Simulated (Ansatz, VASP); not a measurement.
**Ag in VASP and in Ansatz**

```
Ag
1.0
     0.00000    2.05280    2.05280
     2.05280    0.00000    2.05280
     2.05280    2.05280    0.00000
Ag
1
Direct
  0.00000 0.00000 0.00000
```

Alike in both runs: task single point; functional PBEsol; k mesh 22 × 22 × 22; occupations fermi-dirac, width 0.1 eV; no spin polarisation.

|  | VASP | Ansatz |
| --- | --- | --- |
| version | VASP 6.6.1 | Ansatz 0.2.0 |
| potentials or method | VASP PAW PBE potentials, release 64 (Ag), cutoff 520 eV | plane waves (420 eV) with PAW, scalar-relativistic |
| valence electrons in the cell | 11 | 19 |

```csv
,VASP,Ansatz,Ansatz less VASP
pressure (GPa),-4.2,-4.0,+0.18
```

VASP's potentials were made for PBE, not for PBEsol, and Ansatz warns of the same on its side. The functional is the same, so the differences come from potentials, cutoffs and numerics. VASP's potentials hold 11 valence electrons a cell and Ansatz's 19, so a difference there can come from the potentials and not from the codes.
